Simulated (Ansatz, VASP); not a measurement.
# BaTiO3: VASP beside Ansatz

```
Ba Ti O
1.0
     3.97251    0.00000    0.00000
     0.00000    2.89044    2.91539
     0.00000   -2.89044    2.91539
Ba Ti O
1 1 3
Direct
  0.00000 0.00828 0.00828
  0.50000 0.52446 0.52446
  0.50000 0.97317 0.48994
  0.50000 0.48994 0.97317
  0.00000 0.48406 0.48406
```

Alike in both runs: task single point; functional PBE; k mesh 6 × 6 × 6; occupations gaussian, width 0.02 eV; no spin polarisation.

|  | VASP | Ansatz |
| --- | --- | --- |
| version | VASP 6.6.1 | Ansatz 0.2.0 |
| potentials or method | VASP PAW PBE potentials, release 64 (Ba_sv, Ti_sv, O), cutoff 520 eV | scalar-relativistic, plane waves, PAW |
| valence electrons in the cell | 40 | 40 |

|  | VASP | Ansatz | Ansatz less VASP |
| --- | --- | --- | --- |
| gap on the k mesh at the Fermi level (eV) | 2.35 | 2.39 | +0.041 |
| least direct gap on the mesh (eV) | 2.89 | 2.90 | +0.012 |
| pressure (GPa) | 1.6 | 0.0 | -1.56 |
| rms of the force components (eV/Å) | 0.036 | 0.001 | -0.0347 |

Atom by atom the forces differ by 0.036 eV/Å (rms over components).

Spin-orbit coupling is off throughout.
